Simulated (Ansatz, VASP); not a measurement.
## MgTe4: VASP beside Ansatz

INCAR

```
  ALGO = Normal
  EDIFF = 1E-6
  EDIFFG = -0.04
  ENCUT = 600
  GGA = PE
  IBRION = 2
  ISIF = 3
  ISMEAR = 0
  LASPH = True
  LCHARG = False
  LREAL = False
  LWAVE = False
  NELM = 100
  NSW = 90
  PREC = Accurate
  SIGMA = 0.1
```

Contents of KPOINTS:

```
k-points
0
Gamma
  3 3 3
```

The input POSCAR:

```
MgTe4
1.0
    3.2600366900      1.8821830600      5.0592275200
   -3.2600366900      1.8821830600      5.0592275200
    0.0000000000     -3.7643661200      5.0592275200
Mg Te
1 4
Direct
    0.5000000000      0.5000000000      0.5000000000
    0.5000000000      0.5000000000      0.0000000000
    0.0000000000      0.5000000000      0.5000000000
    0.5000000000      0.0000000000      0.5000000000
    0.0000000000      0.0000000000      0.0000000000
```

Input for Ansatz:

```yaml
crystal:
  lattice:
    - [3.26003669, 1.88218306, 5.05922752]
    - [-3.26003669, 1.88218306, 5.05922752]
    - [0.0, -3.76436612, 5.05922752]
  atoms:
    - { symbol: Mg, position: [0.5, 0.5, 0.5] }
    - { symbol: Te, position: [0.5, 0.5, 0.0] }
    - { symbol: Te, position: [0.0, 0.5, 0.5] }
    - { symbol: Te, position: [0.5, 0.0, 0.5] }
    - { symbol: Te, position: [0.0, 0.0, 0.0] }
basis:
  ecutwfc: 420
kpoints:
  mp_grid: { grid: [3, 3, 3] }
hamiltonian:
  xc: pbe
scf:
  occupations: { method: gaussian, width: 0.1 }
  lower_state_search: "off"
output:
  forces: true
  stress: true
  eigenvalues: true
relax:
  adjacent_minimum: "off"
  f_tol: 0.04
  max_steps: 70
  cell: { stress_tol: 0.4 }
```

Alike in both runs: task relaxation of cell and atoms; functional PBE; k mesh 3 × 3 × 3; occupations gaussian, width 0.1 eV; no spin polarisation.

|  | VASP | Ansatz |
| --- | --- | --- |
| version | VASP 6.6.1 | Ansatz 0.2.0 |
| potentials or method | VASP PAW PBE potentials, release 64 (Mg, Te), cutoff 600 eV | scalar-relativistic, plane waves, PAW |
| valence electrons in the cell | 26 | 74 |

```tsv
	VASP	Ansatz	Ansatz less VASP
gap on the k mesh at the Fermi level, each at its own relaxed structure (eV)	none	none	-
relaxed volume (Å³/atom)	33.30	33.19	-0.109
relaxed length of the cell vector where the two differ most in proportion (Å)	5.866	5.849	-0.0171
```

A gap of «none» marks a metal or a gap that the smearing closes. VASP's potentials hold 26 valence electrons a cell and Ansatz's 74, so a difference there can come from the potentials and not from the codes.

The k mesh is coarse, so the values compare programs but aren't converged. Spin-orbit coupling is off throughout.
